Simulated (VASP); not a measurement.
A run of VASP 6.6.1 is set up as follows.

File INCAR:

```
  PREC = Accurate
  ENCUT = 520
  EDIFF = 1E-6
  ISMEAR = -1
  SIGMA = 0.03
  LREAL = False
  LASPH = True
  NELM = 80
  ALGO = Normal
  ISIF = 2
  LWAVE = False
  LCHARG = False
  GGA = CA
  NBANDS = 13
```

Contents of KPOINTS:

```
Automatic mesh
0
Gamma
  15 15 15
```

Contents of POSCAR:

```
HfH2
1.0
   -1.7478424935      1.7478424935      2.1660367287
    1.7478424935     -1.7478424935      2.1660367287
    1.7478424935      1.7478424935     -2.1660367287
Hf H
1 2
Direct
    0.0000000000      0.0000000000      0.0000000000
    0.2500000000      0.7500000000      0.5000000000
    0.7500000000      0.2500000000      0.5000000000
```

Potentials or basis: VASP PAW LDA potentials, release 64 (Hf_pv, H).

Launch:

```sh
$ cat potpaw_LDA.64/Hf_pv/POTCAR potpaw_LDA.64/H/POTCAR > POTCAR
$ mpirun -np 1 vasp_std > vasp.out
```

**Question.** Estimate the pressure.

**Answer.** -9.1 GPa.

**Question.** Predict the band gap on the k mesh.

**Answer.** Zero (band 6 reaches 5.62 eV, above the bottom of band 7 at 4.69 eV).

Caveat: spin-orbit coupling is left out, which moves the levels of the heavy elements.
